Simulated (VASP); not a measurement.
# Co (P6_3/mmc) in VASP: single point with LDA

Aim: the single point of Co with LDA.

All numbers are computed with VASP 6.6.1; they aren't measurements. Logs are shortened: lines on timing, memory, paths and dates and some standing lists are left out, and cuts for length are marked.

## (1) The cell of the first run

Symmetry: P6_3/mmc, No. 194, hexagonal system. Conventional cell: a = 2.416 Å, b = 2.416 Å, c = 3.897 Å, α = 90.00°, β = 90.00°, γ = 120.00°. Co (site symmetry -6m2) has 12 Co at 2.40 to 2.42 Å within 3.2 Å.

## (2) Single point, LDA, collinear spin, ferromagnetic start

The input, INCAR:

```
SYSTEM = Co
ALGO = Normal ; EDIFF = 1E-6
ENCUT = 520 ; GGA = CA
ISIF = 2 ; ISMEAR = -1
ISPIN = 2 ; LASPH = .TRUE.
LCHARG = .FALSE. ; LMAXMIX = 4
LORBIT = 11 ; LREAL = .FALSE.
LWAVE = .FALSE. ; MAGMOM = 1.7 1.7
NBANDS = 20 ; NELM = 150
PREC = Accurate ; SIGMA = 0.08
```

The input, KPOINTS:

```
k-points
0
G
  18 18 10
  0 0 0
```

The input, POSCAR:

```
Co
1.0
    2.4158252588      0.0000000000      0.0000000000
   -1.2079126294      2.0921660452      0.0000000000
    0.0000000000      0.0000000000      3.8974219281
Co
2
Direct
    0.3333333333      0.6666666667      0.2500000000
    0.6666666667      0.3333333333      0.7500000000
```

Potentials or basis: VASP PAW LDA potentials, release 64 (Co).

Run with:

```
> cat potpaw_LDA.64/Co/POTCAR > POTCAR
> mpirun -np 1 vasp_std > vasp.out
```

OUTCAR:

```text
SYSTEM = Co
   EDIFF = 1E-6
   ENCUT = 520
   GGA = CA
   ISIF = 2
   ISMEAR = -1
   ISPIN = 2
   LASPH = .TRUE.
   LORBIT = 11
   LREAL = .FALSE.
   NELM = 150
   PREC = Accurate

 ion  position               nearest neighbor table
   1  0.333  0.667  0.250-   2 2.40   2 2.40   2 2.40   2 2.40   2 2.40   2 2.40
   2  0.667  0.333  0.750-   1 2.40   1 2.40   1 2.40   1 2.40   1 2.40   1 2.40

  LATTYP: Found a hexagonal cell.
 ALAT       =     2.4158252588
 C/A-ratio  =     1.6132880116

  Lattice vectors:

 A1 = (   2.4158252588,   0.0000000000,   0.0000000000)
 A2 = (  -1.2079126294,   2.0921660452,   0.0000000000)
 A3 = (   0.0000000000,   0.0000000000,   3.8974219281)

Analysis of symmetry for initial positions (statically):
=====================================================================
 Subroutine PRICEL returns:
 Original cell was already a primitive cell.

 Routine SETGRP: Setting up the symmetry group for a
 hexagonal supercell.

 Subroutine GETGRP returns: Found 24 space group operations
 (whereof 12 operations were pure point group operations)
 out of a pool of 24 trial point group operations.

The static configuration has the point symmetry D_3d.
 The point group associated with its full space group is D_6h.

Analysis of symmetry for dynamics (positions and initial velocities):
=====================================================================
 Subroutine PRICEL returns:
 Original cell was already a primitive cell.

 Routine SETGRP: Setting up the symmetry group for a
 hexagonal supercell.

 Subroutine GETGRP returns: Found 24 space group operations
 (whereof 12 operations were pure point group operations)
 out of a pool of 24 trial point group operations.

The dynamic configuration has the point symmetry D_3d.
 The point group associated with its full space group is D_6h.

Analysis of structural, dynamic, and magnetic symmetry:
=====================================================================
 Subroutine PRICEL returns:
 Original cell was already a primitive cell.

 Routine SETGRP: Setting up the symmetry group for a
 hexagonal supercell.

 Subroutine GETGRP returns: Found 24 space group operations
 (whereof 12 operations were pure point group operations)
 out of a pool of 24 trial point group operations.

The overall configuration has the point symmetry D_3d.
 The point group associated with its full space group is D_6h.

 Subroutine INISYM returns: Found 24 space group operations
 (whereof 12 operations are pure point group operations),
 and found     1 'primitive' translations

----------------------------------------------------------------------------------------

                                     Primitive cell

  volume of cell :      19.6988

  direct lattice vectors                    reciprocal lattice vectors
     2.415825259  0.000000000  0.000000000     0.413937223  0.238986767  0.000000000
    -1.207912629  2.092166045  0.000000000     0.000000000  0.477973535  0.000000000
     0.000000000  0.000000000  3.897421928     0.000000000  0.000000000  0.256579867

  length of vectors
     2.415825259  2.415825259  3.897421928     0.477973535  0.477973535  0.256579867

  position of ions in fractional coordinates (direct lattice)
     0.333333333  0.666666667  0.250000000
     0.666666667  0.333333333  0.750000000

  ion indices of the primitive-cell ions
   primitive index   ion index
                 1           1
                 2           2

----------------------------------------------------------------------------------------

 KPOINTS: k-points

Automatic generation of k-mesh.
 Grid dimensions read from file:
 generate k-points for:   18   18   10

 Generating k-lattice:

  Cartesian coordinates                     Fractional coordinates (reciprocal lattice)
     0.022996512  0.013277043  0.000000000     0.055555556 -0.000000000  0.000000000
     0.000000000  0.026554085  0.000000000     0.000000000  0.055555556  0.000000000
     0.000000000  0.000000000  0.025657987     0.000000000  0.000000000  0.100000000

  Length of vectors
     0.026554085  0.026554085  0.025657987

  Shift w.r.t. Gamma in fractional coordinates (k-lattice)
     0.000000000  0.000000000  0.000000000

 Subroutine IBZKPT returns following result:
 ===========================================

 Found    222 irreducible k-points:

 Following reciprocal coordinates:
            Coordinates               Weight
  0.000000  0.000000  0.000000      1.000000
  0.055556  0.000000  0.000000      6.000000
  0.111111  0.000000  0.000000      6.000000
  0.166667  0.000000  0.000000      6.000000
  0.222222  0.000000  0.000000      6.000000
  0.277778  0.000000  0.000000      6.000000
[... 16 lines left out ...]
  0.333333  0.111111  0.000000     12.000000
  0.388889  0.111111  0.000000     12.000000
 [... further k-points ...]
   k-points           NKPTS =    222   k-points in BZ     NKDIM =    222   number of bands    NBANDS=     20
   number of dos      NEDOS =    301   number of ions     NIONS =      2
   total plane-waves  NPLWV =   9720
   dimension x,y,z NGX =    18 NGY =   18 NGZ =   30
   dimension x,y,z NGXF=    36 NGYF=   36 NGZF=   60
   ions per type =               2
   NGX,Y,Z   is equivalent  to a cutoff of  12.39, 12.39, 12.80 a.u.
   NGXF,Y,Z  is equivalent  to a cutoff of  24.77, 24.77, 25.59 a.u.
 SYSTEM =  Co
   PREC   = accura    normal or accurate (medium, high low for compatibility)
   ISTART =      0    job   : 0-new  1-cont  2-samecut
   ICHARG =      2    charge: 1-file 2-atom 10-const
   ISPIN  =      2    spin polarized calculation?
   LNONCOLLINEAR =      F non collinear calculations
   LSORBIT =      F    spin-orbit coupling
   LASPH  =      T    aspherical Exc in radial PAW
   ENCUT  =  520.0 eV  38.22 Ry    6.18 a.u.   4.49  4.49  7.25*2*pi/ulx,y,z
   NELM   =    150;   NELMIN=  2; NELMDL= -5     # of ELM steps
   EDIFF  = 0.1E-05   stopping-criterion for ELM
   LREAL  =      F    real-space projection
   EDIFFG = 0.1E-04   stopping-criterion for IOM
   NSW    =      0    number of steps for IOM
   IBRION =     -1    ionic relax: 0-MD 1-quasi-New 2-CG
   NFREE  =      0    steps in history (QN), initial steepest desc. (CG)
   ISIF   =      2    stress and relaxation
   ISYM   =      2    0-nonsym 1-usesym 2-fastsym
   POTIM  = 0.5000    time-step for ionic-motion
   TEBEG  =    0.0;   TEEND  =   0.0 temperature during run
   PSTRESS=    0.0 pullay stress
   NELECT =      18.0000    total number of electrons
   NUPDOWN=      -1.0000    fix difference up-down
   EMIN   =  10.00;   EMAX   =-10.00  energy-range for DOS
   EFERMI =   0.00;   METHOD = LEGACY
   ISMEAR =    -1;   SIGMA  =   0.08  broadening in eV -4-tet -1-fermi 0-gaus
   EFERMI_NEDOS =   21; number of points for ismear=-14 and -15
   IALGO  =     38    algorithm
   IMIX   =      4    mixing-type and parameters
     AMIX     =   0.40;   BMIX     =  1.00
     AMIX_MAG =   1.60;   BMIX_MAG =  1.00
  volume/ion in A,a.u.               =       9.85        66.47
  Fermi-wavevector in a.u.,A,eV,Ry     =   1.588617  3.002051 34.337092  2.523705
  Thomas-Fermi vector in A             =   2.687593
   LORBIT       =     11    0 simple, 1 ext, 2 COOP (PROOUT), +10 PAW based schemes
   GGA     = CA    functional components
   LHFCALC =     F    Hartree Fock is set to
   AEXX    =    0.0000 exact exchange contribution
   IVDW    =     0    specifies the selected vdW correction
   LEPSILON=     F    determine dielectric tensor
   LRPA    =     F    only Hartree local field effects (RPA)
 spin polarized calculation
  energy-cutoff  :      520.00
  volume of cell :       19.70
 maximum number of plane-waves:       551
 NGX is ok and might be reduce to    18
   NGX =  9   NGY =  9   NGZ = 15

 number of electron      18.0000009 magnetization       2.8761658

 Free energy of the ion-electron system (eV)
  ---------------------------------------------------
  ext. energy  EPLUGINS =         0.00000000
  ---------------------------------------------------
  free energy    TOTEN  =       -16.26919052 eV

  energy without entropy =      -16.22096275  energy(sigma->0) =      -16.24507664

 E-fermi :  11.3363     XC(G=0): -14.3156

 val. band max:       11.3355157622   @ k =   0.2778   0.0000   0.3000
 cond. band min:      11.3398148304   @ k =   0.2222   0.1667   0.1000
 fundamental gap:      0.0042990682
 Fermi energy:        11.3363294530

 spin component 1

 k-point     1 :       0.0000    0.0000    0.0000
  band No.  band energies     occupation
      1       1.8804      1.00000
      2       5.8321      1.00000
      3       8.7703      1.00000
      4       8.7860      1.00000
      5       8.7860      1.00000
      6       9.1636      1.00000
[... 12 lines left out ...]
     19      38.9154      0.00000
     20      38.9154      0.00000
[... 507 lines left out ...]
 k-point    24 :       0.3889    0.1111    0.0000
  band No.  band energies     occupation
      1       6.3656      1.00000
      2       6.5436      1.00000
      3       6.6714      1.00000
      4       8.3103      1.00000
      5       8.5268      1.00000
      6       8.8683      1.00000
[... 12 lines left out ...]
     19      35.5068      0.00000
     20      38.0435      0.00000

 [... further k-points ...]

 spin component 2

 k-point     1 :       0.0000    0.0000    0.0000
  band No.  band energies     occupation
      1       2.0638      1.00000
      2       6.6691      1.00000
      3      10.0986      1.00000
      4      10.1042      1.00000
      5      10.1042      1.00000
      6      10.5259      0.99996
[... 12 lines left out ...]
     19      39.3361      0.00000
     20      39.3361      0.00000
[... 507 lines left out ...]
 k-point    24 :       0.3889    0.1111    0.0000
  band No.  band energies     occupation
      1       7.1095      1.00000
      2       7.5402      1.00000
      3       7.6878      1.00000
      4       9.0638      1.00000
      5       9.8122      1.00000
      6      10.0943      1.00000
[... 12 lines left out ...]
     19      35.8908      0.00000
     20      38.5042      0.00000

 [... further k-points ...]

------------------------ aborting loop because EDIFF is reached ----------------------------------------

  FORCE on cell =-STRESS in cart. coord.  units (eV):
  Direction    XX          YY          ZZ          XY          YZ          ZX
  --------------------------------------------------------------------------------------
  -------------------------------------------------------------------------------------
  Total        0.3635709      0.3635709      0.3151187      0.0000000      0.0000000      0.0000000
  in kB       29.5706316     29.5706316     25.6298304      0.0000000      0.0000000      0.0000000
  external PRESSURE =      28.2570312 kB  Pullay stress =       0.0000000 kB

 VOLUME and BASIS-vectors are now :
 -----------------------------------------------------------------------------
  energy-cutoff  :      520.00
  volume of cell :       19.70
      direct lattice vectors                 reciprocal lattice vectors
     2.415825259  0.000000000  0.000000000     0.413937223  0.238986767  0.000000000
    -1.207912629  2.092166045  0.000000000     0.000000000  0.477973535  0.000000000
     0.000000000  0.000000000  3.897421928     0.000000000  0.000000000  0.256579867

 POSITION                                       TOTAL-FORCE (eV/Angst)
 -----------------------------------------------------------------------------------
     -0.00000      1.39478      0.97436        -0.000000     -0.000000      0.000000
      1.20791      0.69739      2.92307         0.000000      0.000000      0.000000
 -----------------------------------------------------------------------------------
    total drift:                                0.000000     -0.000000     -0.000000

  FREE ENERGIE OF THE ION-ELECTRON SYSTEM (eV)
  ---------------------------------------------------
  free  energy   TOTEN  =       -16.2691905239 eV

  energy  without entropy=      -16.2209627476  energy(sigma->0) =      -16.24507664

 total charge

# of ion       s       p       d       tot
------------------------------------------
    1        0.531   0.605   7.351   8.487
    2        0.531   0.605   7.351   8.487
--------------------------------------------------
tot          1.061   1.210  14.703  16.974

 magnetization (x)

# of ion       s       p       d       tot
------------------------------------------
    1       -0.013  -0.038   1.480   1.429
    2       -0.013  -0.038   1.480   1.429
--------------------------------------------------
tot         -0.026  -0.075   2.960   2.858
```

Wall time 74 s (1 thread of Intel Xeon 6975P-C (Granite Rapids), shared host); peak memory 0.21 GiB.

What came out:

```yaml
Free_energy: -16.2692 eV
Pressure: 2.8 GPa
Net_moment: 2.88 μB per cell
Site_moments: Co +1.43 μB
Valence_electrons_inside_the_program's_atomic_spheres: Co 8.49
```
